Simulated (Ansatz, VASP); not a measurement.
# Two plane-wave programs on CoOs2

```
Co Os
1.0
     3.32491    0.00000    0.00000
    -1.66245    2.87945    0.00000
     0.00000    0.00000    3.59002
Co Os
1 2
Direct
  0.00000 0.00000 0.00000
  0.33333 0.66667 0.50000
  0.66667 0.33333 0.50000
```

Alike in both runs: task relaxation of cell and atoms; functional PBE; k mesh 6 × 6 × 6; occupations gaussian, width 0.1 eV; no spin polarisation.

```csv
,VASP,Ansatz
version,VASP 6.6.1,Ansatz 0.2.0
potentials or method,"VASP PAW PBE potentials, release 64 (Co, Os), cutoff 600 eV","scalar-relativistic, plane waves, PAW"
valence electrons in the cell,25,49
```

VASP gave:

| Item | Value |
| --- | --- |
| gap on the k mesh at the Fermi level, each at its own relaxed structure (eV) | none |
| relaxed volume (Å³/atom) | 13.85 |
| relaxed length of the cell vector where the two differ most in proportion (Å) | 4.231 |

Q: What did Ansatz give for the same quantities?

A: gap on the k mesh at the Fermi level, each at its own relaxed structure (eV): none; relaxed volume (Å³/atom): 13.87; relaxed length of the cell vector where the two differ most in proportion (Å): 4.235.

A gap of «none» marks a metal or a gap that the smearing closes. VASP's potentials hold 25 valence electrons a cell and Ansatz's 49, so a difference there can come from the potentials and not from the codes.

The k mesh is coarse, so the values compare programs but aren't converged. Neither program's run includes spin-orbit coupling. Noted on VASP's run: the volume moved by over 15 % at a fixed basis, so the end points are rough.
